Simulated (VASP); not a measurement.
Input of a VASP 6.6.1 run:

Contents of INCAR:

```
PREC = Accurate
ENCUT = 520
EDIFF = 1E-6
ISMEAR = -1
SIGMA = 0.1
LREAL = False
LASPH = True
NELM = 80
ALGO = Normal
ISIF = 2
LWAVE = False
LCHARG = False
GGA = PE
NBANDS = 19
```

Contents of KPOINTS:

```
Automatic mesh
0
Gamma
  17 17 9
```

File POSCAR:

```
Cr
1.0
    2.2877056977      0.0000000000      0.0000000000
   -1.1438528488      1.9812112506      0.0000000000
    0.0000000000      0.0000000000      4.0001295577
Cr
2
Direct
    0.3333333333      0.6666666667      0.2500000000
    0.6666666667      0.3333333333      0.7500000000
```

Potentials or basis: VASP PAW PBE potentials, release 64 (Cr_pv).

Run with:

```sh
$ cat potpaw_PBE.64/Cr_pv/POTCAR > POTCAR
$ mpirun -np 1 vasp_std > vasp.out
```

Q: Estimate the pressure.

A: 112.0 GPa.

Q: What does it give for the band gap on the k mesh?

A: Zero (band 12 reaches 16.04 eV, above the bottom of band 13 at 14.03 eV).

Stress tensor (GPa, compression positive):
```
112.14   0.00   0.00
  0.00 112.14   0.00
  0.00   0.00 111.61
```

Caveat: the run has no spin polarisation, though such a crystal can be magnetic. Spin polarisation is off, so any magnetic state and its effect on volume and gap are missing.
